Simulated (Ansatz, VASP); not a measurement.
# CuAu in VASP and in Ansatz

File INCAR:

```
  PREC = Accurate
  ENCUT = 520
  EDIFF = 1E-7
  ISMEAR = -1
  SIGMA = 0.05
  LREAL = F
  LASPH = T
  NELM = 100
  ALGO = Normal
  ISIF = 2
  LWAVE = F
  LCHARG = F
  GGA = PS
  NBANDS = 18
```

Contents of KPOINTS:

```
Automatic mesh
0
Gamma
  9 9 7
```

Contents of POSCAR:

```
CuAu
1.0
    2.7918847965      0.0000000000      0.0000000000
    0.0000000000      2.7918847965      0.0000000000
    0.0000000000      0.0000000000      3.6602677112
Au Cu
1 1
Direct
    0.0000000000      0.0000000000      0.0000000000
    0.5000000000      0.5000000000      0.5000000000
```

input.yaml

```yaml
crystal:
  lattice:
    - [2.7918847965, 0.0, 0.0]
    - [0.0, 2.7918847965, 0.0]
    - [0.0, 0.0, 3.6602677112]
  atoms:
    - { symbol: Au, position: [0.0, 0.0, 0.0] }
    - { symbol: Cu, position: [0.5, 0.5, 0.5] }
hamiltonian:
  xc: pbesol
  pseudopotentials: { kind: paw }
kpoints:
  mp_grid: { grid: [9, 9, 7] }
scf:
  occupations: { method: fermi_dirac, width: 0.05 }
output:
  forces: true
  stress: true
  eigenvalues: true
```

Alike in both runs: task single point; functional PBEsol; k mesh 9 × 9 × 7; occupations fermi-dirac, width 0.05 eV; no spin polarisation.

|  | VASP | Ansatz |
| --- | --- | --- |
| version | VASP 6.6.1 | Ansatz 0.2.0 |
| potentials or method | VASP PAW PBE potentials, release 64 (Au, Cu) | Ansatz PAW |
| plane-wave cutoff (eV) | 520 | 420 |
| valence electrons in the cell | 22 | 38 |

VASP gave:

| Item | Value |
| --- | --- |
| gap on the k mesh at the Fermi level (eV) | none |
| pressure (GPa) | -0.7 |
| traceless stress, the component that is largest in VASP (GPa) | -0.33 |

Question: What did Ansatz give for the same quantities?

Answer: gap on the k mesh at the Fermi level (eV): none; pressure (GPa): -0.7; traceless stress, the component that is largest in VASP (GPa): -0.39.

VASP's potentials were made for PBE, not for PBEsol. A gap of «none» marks a metal or a gap that the smearing closes. VASP's potentials hold 22 valence electrons a cell and Ansatz's 38, so a difference there can come from the potentials and not from the codes.

Spin-orbit coupling is off throughout.
